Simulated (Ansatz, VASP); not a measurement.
Two plane-wave programs on Te

```xyz
1
Lattice="3.2020 0.0000 0.0000 0.0000 3.2020 0.0000 0.0000 0.0000 3.2020" Properties=species:S:1:pos:R:3 pbc="T T T"
Te    0.0000    0.0000    0.0000
```

Alike in both runs: functional PBE; k mesh 10 × 10 × 10; occupations fermi-dirac, width 0.1 eV; no spin polarisation.

Ansatz relaxed the structure, and its values are those at the end. VASP's run is a single point on that final structure, the one shown.

|  | VASP | Ansatz |
| --- | --- | --- |
| version | VASP 6.6.1 | Ansatz 0.2.0 |
| potentials or method | VASP PAW PBE potentials, release 64 (Te), cutoff 520 eV | plane waves (420 eV) with PAW, scalar-relativistic |
| valence electrons in the cell | 6 | 16 |

```csv
,VASP,Ansatz,Ansatz less VASP
pressure (GPa),0.0,0.0,+0.04
```

VASP's potentials hold 6 valence electrons a cell and Ansatz's 16, so a difference there can come from the potentials and not from the codes.

Neither program's run includes spin-orbit coupling.
